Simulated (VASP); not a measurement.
# TiAl3 (I4mm) in VASP: single point with PBEsol

Aim: the single point of TiAl3 with PBEsol.

Program: VASP 6.6.1. These are calculated values, not measurements. Logs are shortened: lines on timing, memory, paths and dates and some standing lists are left out, and cuts for length are marked.

**1. The cell of the first run**

Symmetry: I4mm, No. 107, tetragonal system. The conventional cell has a = 3.816 Å, b = 3.816 Å, c = 8.554 Å, α = 90.00°, β = 90.00°, γ = 90.00°. Ti (site symmetry 4mm) has 12 Al at 2.70 to 2.87 Å within 3.6 Å. Within 3.6 Å of Al (site symmetry 4mm) lie 4 Ti at 2.70 Å and 8 Al at 2.74 to 3.00 Å. Within 3.6 Å of Al (site symmetry 2mm) lie 8 Al at 2.70 to 3.00 Å and 4 Ti at 2.87 Å.

**2. Single point, PBEsol (atom 2 (Al) moved +0.175 Å along Cartesian [0 0 1])**

Input file INCAR:

```
PREC = Accurate
ENCUT = 520
EDIFF = 1E-7
ISMEAR = 0
SIGMA = 0.15
LREAL = False
LASPH = True
NELM = 80
ALGO = Fast
ISIF = 2
LWAVE = False
LCHARG = False
GGA = PS
NBANDS = 18
```

Input file KPOINTS:

```
Automatic mesh
0
Gamma
  18 18 18
```

Input file POSCAR:

```
TiAl3
1.0
   -1.9077740733      1.9077740733      4.2769968076
    1.9077740733     -1.9077740733      4.2769968076
    1.9077740733      1.9077740733     -4.2769968076
Ti Al
1 3
Direct
    0.0000000000      0.0000000000      0.0000000000
    0.5204582804      0.5204582804      0.0000000000
    0.7500000000      0.2500000000      0.5000000000
    0.2500000000      0.7500000000      0.5000000000
```

Potentials or basis: VASP PAW PBE potentials, release 64 (Ti_sv, Al).

Command:

```console
cat potpaw_PBE.64/Ti_sv/POTCAR potpaw_PBE.64/Al/POTCAR > POTCAR
mpirun -np 1 vasp_std > vasp.out
```

OUTCAR:

```text
PREC = Accurate
   ENCUT = 520
   EDIFF = 1E-7
   ISMEAR = 0
   LREAL = False
   LASPH = True
   NELM = 80
   ISIF = 2
   GGA = PS

 ion  position               nearest neighbor table
   1  0.000  0.000  0.000-   2 2.70   2 2.70   2 2.70   2 2.70   4 2.87   3 2.87   3 2.87   4 2.87
                             4 2.87   3 2.87   3 2.87   4 2.87
   2  0.520  0.520  0.000-   1 2.70   1 2.70   1 2.70   1 2.70   4 2.74   3 2.74   4 2.74   3 2.74
                             4 3.00   4 3.00   3 3.00   3 3.00
   3  0.750  0.250  0.500-   4 2.70   4 2.70   4 2.70   4 2.70   2 2.74   2 2.74   1 2.87   1 2.87
                             1 2.87   1 2.87   2 3.00   2 3.00
   4  0.250  0.750  0.500-   3 2.70   3 2.70   3 2.70   3 2.70   2 2.74   2 2.74   1 2.87   1 2.87
                             1 2.87   1 2.87   2 3.00   2 3.00

  LATTYP: Found a body centered tetragonal cell.
 ALAT       =     3.8155481466
 C/A-ratio  =     2.2418780439

  Lattice vectors:

 A1 = (  -1.9077740733,   1.9077740733,   4.2769968076)
 A2 = (   1.9077740733,  -1.9077740733,   4.2769968076)
 A3 = (   1.9077740733,   1.9077740733,  -4.2769968076)

Analysis of symmetry for initial positions (statically):
=====================================================================
 Subroutine PRICEL returns:
 Original cell was already a primitive cell.

 Routine SETGRP: Setting up the symmetry group for a
 body centered tetragonal supercell.

 Subroutine GETGRP returns: Found  8 space group operations
 (whereof  8 operations were pure point group operations)
 out of a pool of 16 trial point group operations.

The static configuration has the point symmetry C_4v.

Analysis of symmetry for dynamics (positions and initial velocities):
=====================================================================
 Subroutine PRICEL returns:
 Original cell was already a primitive cell.

 Routine SETGRP: Setting up the symmetry group for a
 body centered tetragonal supercell.

 Subroutine GETGRP returns: Found  8 space group operations
 (whereof  8 operations were pure point group operations)
 out of a pool of 16 trial point group operations.

The dynamic configuration has the point symmetry C_4v.

 Subroutine INISYM returns: Found  8 space group operations
 (whereof  8 operations are pure point group operations),
 and found     1 'primitive' translations

----------------------------------------------------------------------------------------

                                     Primitive cell

  volume of cell :      62.2663

  direct lattice vectors                    reciprocal lattice vectors
    -1.907774073  1.907774073  4.276996808     0.000000000  0.262085541  0.116904459
     1.907774073 -1.907774073  4.276996808     0.262085541  0.000000000  0.116904459
     1.907774073  1.907774073 -4.276996808     0.262085541  0.262085541  0.000000000

  length of vectors
     5.056867165  5.056867165  5.056867165     0.286976451  0.286976451  0.370644927

  position of ions in fractional coordinates (direct lattice)
     0.000000000  0.000000000  0.000000000
     0.520458280  0.520458280  0.000000000
     0.750000000  0.250000000  0.500000000
     0.250000000  0.750000000  0.500000000

  ion indices of the primitive-cell ions
   primitive index   ion index
                 1           1
                 2           2
                 3           3
                 4           4

----------------------------------------------------------------------------------------

 KPOINTS: Automatic mesh

Automatic generation of k-mesh.
 Grid dimensions read from file:
 generate k-points for:   18   18   18

 Generating k-lattice:

  Cartesian coordinates                     Fractional coordinates (reciprocal lattice)
     0.000000000  0.014560308  0.006494692     0.055555556  0.000000000  0.000000000
     0.014560308  0.000000000  0.006494692     0.000000000  0.055555556  0.000000000
     0.014560308  0.014560308  0.000000000     0.000000000  0.000000000  0.055555556

  Length of vectors
     0.015943136  0.015943136  0.020591385

  Shift w.r.t. Gamma in fractional coordinates (k-lattice)
     0.000000000  0.000000000  0.000000000

 Subroutine IBZKPT returns following result:
 ===========================================

 Found    480 irreducible k-points:

 Following reciprocal coordinates:
            Coordinates               Weight
  0.000000  0.000000  0.000000      1.000000
  0.055556  0.000000 -0.000000      8.000000
  0.111111  0.000000 -0.000000      8.000000
  0.166667  0.000000 -0.000000      8.000000
  0.222222  0.000000 -0.000000      8.000000
  0.277778  0.000000 -0.000000      8.000000
[... 16 lines left out ...]
 -0.277778  0.055556  0.000000     16.000000
 -0.222222  0.055556  0.000000     16.000000
 [... further k-points ...]
   k-points           NKPTS =    480   k-points in BZ     NKDIM =    480   number of bands    NBANDS=     18
   number of dos      NEDOS =    301   number of ions     NIONS =      4
   total plane-waves  NPLWV =  64000
   dimension x,y,z NGX =    40 NGY =   40 NGZ =   40
   dimension x,y,z NGXF=    80 NGYF=   80 NGZF=   80
   ions per type =               1   3
   NGX,Y,Z   is equivalent  to a cutoff of  13.15, 13.15, 13.15 a.u.
   NGXF,Y,Z  is equivalent  to a cutoff of  26.30, 26.30, 26.30 a.u.
 SYSTEM =  unknown system
   PREC   = accura    normal or accurate (medium, high low for compatibility)
   ISTART =      0    job   : 0-new  1-cont  2-samecut
   ICHARG =      2    charge: 1-file 2-atom 10-const
   ISPIN  =      1    spin polarized calculation?
   LNONCOLLINEAR =      F non collinear calculations
   LSORBIT =      F    spin-orbit coupling
   LASPH  =      T    aspherical Exc in radial PAW
   ENCUT  =  520.0 eV  38.22 Ry    6.18 a.u.   9.40  9.40  9.40*2*pi/ulx,y,z
   NELM   =     80;   NELMIN=  2; NELMDL= -5     # of ELM steps
   EDIFF  = 0.1E-06   stopping-criterion for ELM
   LREAL  =      F    real-space projection
   EDIFFG = 0.1E-05   stopping-criterion for IOM
   NSW    =      0    number of steps for IOM
   IBRION =     -1    ionic relax: 0-MD 1-quasi-New 2-CG
   NFREE  =      0    steps in history (QN), initial steepest desc. (CG)
   ISIF   =      2    stress and relaxation
   ISYM   =      2    0-nonsym 1-usesym 2-fastsym
   POTIM  = 0.5000    time-step for ionic-motion
   TEBEG  =    0.0;   TEEND  =   0.0 temperature during run
   PSTRESS=    0.0 pullay stress
   NELECT =      21.0000    total number of electrons
   NUPDOWN=      -1.0000    fix difference up-down
   EMIN   =  10.00;   EMAX   =-10.00  energy-range for DOS
   EFERMI =   0.00;   METHOD = LEGACY
   ISMEAR =     0;   SIGMA  =   0.15  broadening in eV -4-tet -1-fermi 0-gaus
   EFERMI_NEDOS =   21; number of points for ismear=-14 and -15
   IALGO  =     68    algorithm
   IMIX   =      4    mixing-type and parameters
     AMIX     =   0.40;   BMIX     =  1.00
     AMIX_MAG =   1.60;   BMIX_MAG =  1.00
  volume/ion in A,a.u.               =      15.57       105.05
  Fermi-wavevector in a.u.,A,eV,Ry     =   1.139542  2.153422 17.667926  1.298556
  Thomas-Fermi vector in A             =   2.276245
   LORBIT       =      0    0 simple, 1 ext, 2 COOP (PROOUT), +10 PAW based schemes
   GGA     = PS    functional components
   LHFCALC =     F    Hartree Fock is set to
   AEXX    =    0.0000 exact exchange contribution
   IVDW    =     0    specifies the selected vdW correction
   LEPSILON=     F    determine dielectric tensor
   LRPA    =     F    only Hartree local field effects (RPA)
 non-spin polarized calculation
 RMM-DIIS sequential band-by-band and
 Gauss-broadening in eV      SIGMA  =   0.15
  energy-cutoff  :      520.00
  volume of cell :       62.27
 maximum number of plane-waves:      1696
 NGX is ok and might be reduce to    40
   NGX = 19   NGY = 19   NGZ = 19

 number of electron      20.9999999 magnetization

 Free energy of the ion-electron system (eV)
  ---------------------------------------------------
  ext. energy  EPLUGINS =         0.00000000
  ---------------------------------------------------
  free energy    TOTEN  =       -22.17194718 eV

  energy without entropy =      -22.15244531  energy(sigma->0) =      -22.16219625

 E-fermi :   8.3263     XC(G=0): -10.8923

 val. band max:        8.3261379454   @ k =  -0.2778  -0.3889   0.2778
 cond. band min:       8.3266869503   @ k =  -0.4444  -0.4444   0.2778
 fundamental gap:      0.0005490048
 Fermi energy:         8.3263179738

 k-point     1 :       0.0000    0.0000    0.0000
  band No.  band energies     occupation
      1     -47.8729      2.00000
      2     -24.2925      2.00000
      3     -24.2925      2.00000
      4     -24.2158      2.00000
      5      -1.8352      2.00000
      6       5.4546      2.00000
[... 10 lines left out ...]
     17      12.1709      0.00000
     18      12.1709      0.00000

 k-point     2 :       0.0556    0.0000   -0.0000
  band No.  band energies     occupation
      1     -47.8729      2.00000
      2     -24.2934      2.00000
      3     -24.2925      2.00000
      4     -24.2157      2.00000
      5      -1.7966      2.00000
      6       5.2386      2.00000
[... 10 lines left out ...]
     17      12.1828      0.00000
     18      12.4116      0.00000

 k-point     3 :       0.1111    0.0000   -0.0000
  band No.  band energies     occupation
      1     -47.8727      2.00000
      2     -24.2960      2.00000
      3     -24.2923      2.00000
      4     -24.2156      2.00000
      5      -1.6809      2.00000
      6       4.9425      2.00000
[... 10 lines left out ...]
     17      12.2297      0.00000
     18      12.9695      0.00000

 k-point     4 :       0.1667    0.0000   -0.0000
  band No.  band energies     occupation
      1     -47.8725      2.00000
      2     -24.2999      2.00000
      3     -24.2920      2.00000
      4     -24.2154      2.00000
      5      -1.4894      2.00000
      6       4.6331      2.00000
[... 375 lines left out ...]
      4     -24.2145      2.00000
      5      -0.5165      2.00000
      6       3.2383      2.00000
[... 10 lines left out ...]
     17      13.1582      0.00000
     18      13.4700      0.00000

 k-point    23 :      -0.2778    0.0556    0.0000
  band No.  band energies     occupation
      1     -47.8720      2.00000
      2     -24.3096      2.00000
      3     -24.2922      2.00000
      4     -24.2148      2.00000
      5      -0.9098      2.00000
      6       3.8904      2.00000
[... 10 lines left out ...]
     17      12.6962      0.00000
     18      13.5190      0.00000

 k-point    24 :      -0.2222    0.0556    0.0000
  band No.  band energies     occupation
      1     -47.8723      2.00000
      2     -24.3045      2.00000
      3     -24.2926      2.00000
      4     -24.2150      2.00000
      5      -1.2349      2.00000
      6       4.4706      2.00000
[... 10 lines left out ...]
     17      12.6325      0.00000
     18      13.7948      0.00000

 [... further k-points ...]

------------------------ aborting loop because EDIFF is reached ----------------------------------------

  FORCE on cell =-STRESS in cart. coord.  units (eV):
  Direction    XX          YY          ZZ          XY          YZ          ZX
  --------------------------------------------------------------------------------------
  -------------------------------------------------------------------------------------
  Total        0.2267948      0.2267948      0.2406318      0.0000000     -0.0000000      0.0000000
  in kB        5.8356708      5.8356708      6.1917139      0.0000000     -0.0000000      0.0000000
  external PRESSURE =       5.9543518 kB  Pullay stress =       0.0000000 kB

 VOLUME and BASIS-vectors are now :
 -----------------------------------------------------------------------------
  energy-cutoff  :      520.00
  volume of cell :       62.27
      direct lattice vectors                 reciprocal lattice vectors
    -1.907774073  1.907774073  4.276996808     0.000000000  0.262085541  0.116904459
     1.907774073 -1.907774073  4.276996808     0.262085541  0.000000000  0.116904459
     1.907774073  1.907774073 -4.276996808     0.262085541  0.262085541  0.000000000

 POSITION                                       TOTAL-FORCE (eV/Angst)
 -----------------------------------------------------------------------------------
      0.00000      0.00000      0.00000        -0.000000     -0.000000     -0.039072
      0.00000      0.00000      4.45200         0.000000      0.000000     -0.764511
     -0.00000      1.90777      2.13850         0.000000     -0.000000      0.401792
      1.90777     -0.00000      2.13850        -0.000000      0.000000      0.401792
 -----------------------------------------------------------------------------------
    total drift:                               -0.000000     -0.000000      0.000711

  FREE ENERGIE OF THE ION-ELECTRON SYSTEM (eV)
  ---------------------------------------------------
  free  energy   TOTEN  =       -22.1719471824 eV

  energy  without entropy=      -22.1524453108  energy(sigma->0) =      -22.16219625
```

It took 73 min on 1 thread of Intel Xeon 8259CL, shared host; peak memory 0.65 GiB.

Results:

```
Free energy            : -22.1719 eV
Pressure               : 0.6 GPa
Largest force          : 0.765 eV/Å
Band gap on the k mesh : zero (an odd number of electrons rules out a gap without spin polarisation)
```

Forces on the atoms (eV/Å):
```
Ti   0.000  0.000 -0.039
Al   0.000  0.000 -0.765
Al   0.000  0.000  0.402
Al   0.000  0.000  0.402
```

Caveat: the cell differs from its parent crystal (atom 2 (Al) moved +0.175 Å along Cartesian [0 0 1]); the PAW data sets were made with another functional, which shifts forces and pressure a little.
